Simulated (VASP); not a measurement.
# HgTe (Pm-3m) in VASP: a series of runs, part 2 of 2

VASP 6.6.1. The steps go on from the part before.

**5. Relaxation of cell and atoms, PBE**

This run uses another cell than the first one, of 21.64 Å³/atom, 0.785 times its volume.

INCAR

```
SYSTEM = HgTe
ALGO = Normal ; EDIFF = 1E-6
EDIFFG = -0.005 ; ENCUT = 600
GGA = PE ; IBRION = 2
ISIF = 3 ; ISMEAR = -1
LASPH = .True. ; LCHARG = .False.
LREAL = .False. ; LWAVE = .False.
NELM = 60 ; NSW = 80
PREC = Accurate ; SIGMA = 0.02
```

KPOINTS

```
k-points
0
Gamma
  6 6 6
  0 0 0
```

POSCAR

```
HgTe
1.0
    3.5112480381      0.0000000000      0.0000000000
    0.0000000000      3.5112480381      0.0000000000
    0.0000000000      0.0000000000      3.5112480381
Hg Te
1 1
Direct
    0.0000000000      0.0000000000      0.0000000000
    0.5000000000      0.5000000000      0.5000000000
```

Potentials or basis: VASP PAW PBE potentials, release 64 (Hg, Te).

On the command line:

```
cat potpaw_PBE.64/Hg/POTCAR potpaw_PBE.64/Te/POTCAR > POTCAR
mpirun -np 1 vasp_std > vasp.out
```

OUTCAR:

```text
SYSTEM = HgTe
   EDIFF = 1E-6
   EDIFFG = -0.005
   ENCUT = 600
   GGA = PE
   IBRION = 2
   ISIF = 3
   ISMEAR = -1
   LASPH = .True.
   LREAL = .False.
   NELM = 60
   NSW = 80
   PREC = Accurate

 ion  position               nearest neighbor table
   1  0.000  0.000  0.000-   2 3.04   2 3.04   2 3.04   2 3.04   2 3.04   2 3.04   2 3.04   2 3.04

   2  0.500  0.500  0.500-   1 3.04   1 3.04   1 3.04   1 3.04   1 3.04   1 3.04   1 3.04   1 3.04

  LATTYP: Found a simple cubic cell.
 ALAT       =     3.5112480381

  Lattice vectors:

 A1 = (   3.5112480381,   0.0000000000,   0.0000000000)
 A2 = (   0.0000000000,   3.5112480381,   0.0000000000)
 A3 = (   0.0000000000,   0.0000000000,   3.5112480381)

Analysis of symmetry for initial positions (statically):
=====================================================================
 Subroutine PRICEL returns:
 Original cell was already a primitive cell.

 Routine SETGRP: Setting up the symmetry group for a
 simple cubic supercell.

 Subroutine GETGRP returns: Found 48 space group operations
 (whereof 48 operations were pure point group operations)
 out of a pool of 48 trial point group operations.

The static configuration has the point symmetry O_h .

Analysis of symmetry for dynamics (positions and initial velocities):
[... 126 lines left out ...]
     AMIX_MAG =   1.60;   BMIX_MAG =  1.00
  volume/ion in A,a.u.               =      21.64       146.07
  Fermi-wavevector in a.u.,A,eV,Ry     =   1.221905  2.309066 20.314208  1.493052
  Thomas-Fermi vector in A             =   2.357071
   LORBIT       =      0    0 simple, 1 ext, 2 COOP (PROOUT), +10 PAW based schemes
   GGA     = PE    functional components
   LHFCALC =     F    Hartree Fock is set to
   AEXX    =    0.0000 exact exchange contribution
   IVDW    =     0    specifies the selected vdW correction
   LEPSILON=     F    determine dielectric tensor
   LRPA    =     F    only Hartree local field effects (RPA)
 conjugate gradient relaxation of ions
 non-spin polarized calculation
  energy-cutoff  :      600.00
  volume of cell :       43.29
 maximum number of plane-waves:      1472
   NGX = 15   NGY = 15   NGZ = 15

--------------------------------------- Ionic step        1  -------------------------------------------

 number of electron      18.0000003 magnetization

 Free energy of the ion-electron system (eV)
  ---------------------------------------------------
  ext. energy  EPLUGINS =         0.00000000
  ---------------------------------------------------
  free energy    TOTEN  =        -2.22337284 eV

  energy without entropy =       -2.22156964  energy(sigma->0) =       -2.22247124

 E-fermi :   7.6884     XC(G=0): -11.3611

 val. band max:        7.6874257379   @ k =   0.5000   0.5000   0.1667
 cond. band min:       7.7870175670   @ k =   0.3333   0.3333   0.1667
 fundamental gap:      0.0995918290
 Fermi energy:         7.6883851695
[... 752 lines left out ...]
--------------------------------------- Ionic step        4  -------------------------------------------

 number of electron      17.9999998 magnetization

 Free energy of the ion-electron system (eV)
  ---------------------------------------------------
  ext. energy  EPLUGINS =         0.00000000
  ---------------------------------------------------
  free energy    TOTEN  =        -2.83611844 eV

  energy without entropy =       -2.83323200  energy(sigma->0) =       -2.83467522

 E-fermi :   4.6523     XC(G=0): -10.1385

 val. band max:        4.6518959150   @ k =   0.3333   0.3333   0.0000
 cond. band min:       4.7023144685   @ k =   0.3333   0.3333   0.1667
 fundamental gap:      0.0504185535
 Fermi energy:         4.6522928064
[... 347 lines left out ...]
  FREE ENERGIE OF THE ION-ELECTRON SYSTEM (eV)
  ---------------------------------------------------
  free  energy   TOTEN  =        -2.8361184439 eV

  energy  without entropy=       -2.8332319956  energy(sigma->0) =       -2.83467522

 reached required accuracy - stopping structural energy minimisation
```

Run time: 66 s. Hardware: 1 thread of Intel Xeon 8259CL, shared host; peak memory 0.17 GiB.

What came out:

```yaml
Free_energy: -2.8361 eV
Relaxed_volume: 27.65 Å³/atom
Relaxed_cell: a = 3.810 Å, b = 3.810 Å, c = 3.810 Å, α = 90.00°, β = 90.00°, γ = 90.00°
Space_group_after_relaxing_to_0.05_Å: Pm-3m (No. 221)
Energy_gained_by_relaxing: 306.4 meV/atom
Ionic_steps: 4
Pressure_after_relaxing: 0.0 GPa
Band_gap_on_the_k_mesh: zero (band 9 reaches 5.29 eV, above the bottom of band 10 at 3.52 eV)
```

The path:
```tsv
step	energy change (eV)	largest force (eV/Å)	pressure (GPa)	volume (Å³)
1	0.0000	0.0000	21.35	43.29
2	-0.4751	0.0000	-4.27	63.99
3	-0.6127	0.0000	0.15	55.05
4	-0.6127	0.0000	0.00	55.31
```

Final structure:
```
Hg Te
1.0
     3.81006    0.00000    0.00000
     0.00000    3.81006    0.00000
     0.00000    0.00000    3.81006
Hg Te
1 1
Cartesian
  0.0000 0.0000 0.0000
  1.9050 1.9050 1.9050
```

Levels at points of the mesh, in eV from the Fermi level:
```tsv
k point	band 6	band 7	band 8	band 9	band 10	band 11	band 12	band 13
(0.00, 0.00, 0.00)	-6.11	-2.21	-0.85	-0.85	-0.85	5.66	5.66	9.61
(0.50, 0.00, 0.00)	-6.09	-5.34	0.64	0.64	2.42	3.04	5.65	5.99
(0.50, 0.50, 0.00)	-5.85	-3.97	-3.97	-2.79	0.63	6.69	6.69	7.63
(0.50, 0.50, 0.50)	-5.88	-1.50	-1.50	-1.50	-1.11	1.31	1.31	1.31
```

Caveat: the volume moved by over 15 % at a fixed basis, so the end points are rough; spin-orbit coupling is left out, which moves the levels of the heavy elements.

**6. Relaxation of cell and atoms, r2SCAN**

POSCAR

```
HgTe
1.0
    3.8060201133      0.0000000000      0.0000000000
    0.0000000000      3.8060201133      0.0000000000
    0.0000000000      0.0000000000      3.8060201133
Hg Te
1 1
Direct
    0.0000000000      0.0000000000      0.0000000000
    0.5000000000      0.5000000000      0.5000000000
```

INCAR.step1

```
SYSTEM = HgTe
  PREC = Accurate
  ENCUT = 600
  ISMEAR = -1
  SIGMA = 0.02
  LREAL = .FALSE.
  LASPH = .TRUE.
  NELM = 60
  GGA = PE
  ALGO = Normal
  EDIFF = 1E-4
  LWAVE = .TRUE.
  LCHARG = .FALSE.
```

INCAR.step2

```
SYSTEM = HgTe
  PREC = Accurate
  ENCUT = 600
  EDIFF = 1E-7
  ISMEAR = -1
  SIGMA = 0.02
  LREAL = .FALSE.
  LASPH = .TRUE.
  NELM = 60
  ALGO = Normal
  ISIF = 3
  LWAVE = .FALSE.
  LCHARG = .FALSE.
  METAGGA = R2SCAN
  LMIXTAU = .TRUE.
  IBRION = 2
  NSW = 80
  EDIFFG = -0.005
  ISTART = 1
```

KPOINTS

```
regular mesh
0
G
  6 6 6
  0 0 0
```

Potentials or basis: VASP PAW PBE potentials, release 64 (Hg, Te).

On the command line:

```
cat potpaw_PBE.64/Hg/POTCAR potpaw_PBE.64/Te/POTCAR > POTCAR
cp INCAR.step1 INCAR
mpirun -np 1 vasp_std > vasp.out
cp INCAR.step2 INCAR
mpirun -np 1 vasp_std > vasp.out
```

OUTCAR:

```text
SYSTEM = HgTe
   PREC = Accurate
   ENCUT = 600
   EDIFF = 1E-7
   ISMEAR = -1
   LREAL = .FALSE.
   LASPH = .TRUE.
   NELM = 60
   ISIF = 3
   METAGGA = R2SCAN
   IBRION = 2
   NSW = 80
   EDIFFG = -0.005
   ISTART = 1

 ion  position               nearest neighbor table
   1  0.000  0.000  0.000-   2 3.30   2 3.30   2 3.30   2 3.30   2 3.30   2 3.30   2 3.30   2 3.30

   2  0.500  0.500  0.500-   1 3.30   1 3.30   1 3.30   1 3.30   1 3.30   1 3.30   1 3.30   1 3.30

  LATTYP: Found a simple cubic cell.
 ALAT       =     3.8060201133

  Lattice vectors:

 A1 = (   3.8060201133,   0.0000000000,   0.0000000000)
 A2 = (   0.0000000000,   3.8060201133,   0.0000000000)
 A3 = (   0.0000000000,   0.0000000000,   3.8060201133)

Analysis of symmetry for initial positions (statically):
=====================================================================
 Subroutine PRICEL returns:
 Original cell was already a primitive cell.

[... 174 lines left out ...]
  external PRESSURE =      -4.2758081 kB  Pullay stress =       0.0000000 kB
[... 59 lines left out ...]
--------------------------------------- Ionic step        3  -------------------------------------------

 number of electron      18.0000008 magnetization

 Free energy of the ion-electron system (eV)
  ---------------------------------------------------
  ext. energy  EPLUGINS =         0.00000000
  ---------------------------------------------------
  free energy    TOTEN  =       -74.22941211 eV

  energy without entropy =      -74.22637121  energy(sigma->0) =      -74.22789166

 E-fermi :   4.6967     XC(G=0): -10.7074

 val. band max:        4.4741763905   @ k =   0.5000   0.5000   0.1667
 cond. band min:       4.6985391344   @ k =   0.3333   0.3333   0.0000
 fundamental gap:      0.2243627439
 Fermi energy:         4.6966542984

 k-point     1 :       0.0000    0.0000    0.0000
  band No.  band energies     occupation
      1      -8.0126      2.00000
      2      -2.2825      2.00000
      3      -2.2825      2.00000
      4      -1.8260      2.00000
      5      -1.8260      2.00000
      6      -1.8260      2.00000
      7       2.6399      2.00000
      8       3.6889      2.00000
      9       3.6889      2.00000
     10       3.6889      2.00000
     11      10.7533      0.00000
     12      10.7533      0.00000
     13      14.9234      0.00000
[... 331 lines left out ...]
  FREE ENERGIE OF THE ION-ELECTRON SYSTEM (eV)
  ---------------------------------------------------
  free  energy   TOTEN  =       -74.2294121116 eV

  energy  without entropy=      -74.2263712078  energy(sigma->0) =      -74.22789166

 reached required accuracy - stopping structural energy minimisation
```

OUTCAR.step1:

```text
SYSTEM = HgTe
   PREC = Accurate
   ENCUT = 600
   ISMEAR = -1
   LREAL = .FALSE.
   LASPH = .TRUE.
[... 534 lines left out ...]
      0.00000      0.00000      0.00000         0.000000      0.000000      0.000000
      1.90301      1.90301      1.90301         0.000000      0.000000      0.000000
 -----------------------------------------------------------------------------------
    total drift:                                0.000000     -0.000000     -0.000000

  FREE ENERGIE OF THE ION-ELECTRON SYSTEM (eV)
  ---------------------------------------------------
  free  energy   TOTEN  =        -2.8389416698 eV

  energy  without entropy=       -2.8360916919  energy(sigma->0) =       -2.83751668
```

OSZICAR.step1:

```text
N       E                     dE             d eps       ncg     rms          rms(c)
DAV:   1     0.114479749939E+03    0.11448E+03   -0.91075E+03   520   0.138E+03
DAV:   2     0.145097030244E+01   -0.11303E+03   -0.10603E+03   565   0.278E+02
DAV:   3    -0.290782721006E+01   -0.43588E+01   -0.42630E+01   620   0.570E+01
DAV:   4    -0.293904659541E+01   -0.31219E-01   -0.31208E-01   592   0.465E+00
DAV:   5    -0.293945958927E+01   -0.41299E-03   -0.41299E-03   615   0.479E-01    0.646E+00
DAV:   6    -0.284182897084E+01    0.97631E-01   -0.24805E-01   560   0.676E+00    0.480E+00
DAV:   7    -0.283917398908E+01    0.26550E-02   -0.40390E-02   560   0.165E+00    0.152E+00
DAV:   8    -0.283890507761E+01    0.26891E-03   -0.37299E-03   555   0.833E-01    0.229E-01
DAV:   9    -0.283894166980E+01   -0.36592E-04   -0.24270E-04   464   0.157E-01
   1 F= -.28389417E+01 E0= -.28375167E+01  d E =-.284998E-02
```

Wall time 5.2 min (1 thread of Intel Xeon 8259CL, shared host); peak memory 0.2 GiB.

What came out:

| Quantity | Value |
| --- | --- |
| Free energy | -74.2294 eV |
| Relaxed volume | 27.32 Å³/atom |
| Relaxed cell | a = 3.795 Å, b = 3.795 Å, c = 3.795 Å, α = 90.00°, β = 90.00°, γ = 90.00° |
| Space group after relaxing (to 0.05 Å) | Pm-3m (No. 221) |
| Energy gained by relaxing | 0.3 meV/atom |
| Ionic steps | 3 |
| Pressure after relaxing | 0.0 GPa |
| Band gap on the k mesh | zero (band 9 reaches 5.26 eV, above the bottom of band 10 at 3.42 eV) |

The path:
| step | energy change (eV) | largest force (eV/Å) | pressure (GPa) | volume (Å³) |
| --- | --- | --- | --- | --- |
| 1 | 0.0000 | 0.0000 | -0.43 | 55.13 |
| 2 | -0.0007 | 0.0000 | 0.08 | 54.55 |
| 3 | -0.0007 | 0.0000 | 0.00 | 54.64 |

Final structure:
```yaml
crystal:
  lattice:
    - [3.79453, 0.00000, 0.00000]
    - [0.00000, 3.79453, 0.00000]
    - [0.00000, 0.00000, 3.79453]
  atoms:
    - { symbol: Hg, position: [0.00000, 0.00000, 0.00000] }
    - { symbol: Te, position: [0.50000, 0.50000, 0.50000] }
```

Levels at points of the mesh, in eV from the Fermi level:
| k point | band 5 | band 6 | band 7 | band 8 | band 9 | band 10 | band 11 | band 12 | band 13 |
| --- | --- | --- | --- | --- | --- | --- | --- | --- | --- |
| (0.00, 0.00, 0.00) | -6.52 | -6.52 | -2.06 | -1.01 | -1.01 | -1.01 | 6.06 | 6.06 | 10.23 |
| (0.50, 0.00, 0.00) | -6.83 | -6.50 | -5.69 | 0.56 | 0.56 | 2.56 | 3.53 | 5.95 | 5.95 |
| (0.50, 0.50, 0.00) | -6.30 | -6.19 | -4.22 | -4.22 | -2.89 | 0.55 | 7.19 | 7.19 | 8.21 |
| (0.50, 0.50, 0.50) | -6.29 | -6.29 | -1.67 | -1.67 | -1.67 | -1.13 | 1.50 | 1.50 | 1.50 |

Caveat: the PAW data sets were made with another functional, which shifts forces and pressure a little; spin-orbit coupling is left out, which moves the levels of the heavy elements.

**7. Summary**

```csv
task,level,cell,cutoff (eV),gap on the mesh (eV),pressure (GPa),relaxed volume (Å³/atom)
single point,PBE,"a = 3.806 Å, 2 atoms",520,none,0.1,-
single point,PBE,"a = 3.790 Å, 2 atoms",520,none,0.7,-
single point,r2SCAN,"a = 3.790 Å, 2 atoms",520,none,0.1,-
relaxation of cell and atoms,PBE,"relaxed from a = 3.511 Å, 2 atoms",600,none,0.0,27.65
relaxation of cell and atoms,r2SCAN,"relaxed from a = 3.806 Å, 2 atoms",600,none,0.0,27.32
```

Alike in all rows: potentials or basis VASP PAW PBE potentials, release 64 (Hg, Te); no spin polarisation; k mesh 6 × 6 × 6; smearing fermi-dirac 0.02 eV.

Caveats: spin-orbit coupling is left out, which moves the levels of the heavy elements; the PAW data sets were made with another functional, which shifts forces and pressure a little (some runs); the volume moved by over 15 % at a fixed basis, so the end points are rough (some runs).

Absolute energies hang on the potentials; compare differences alone.
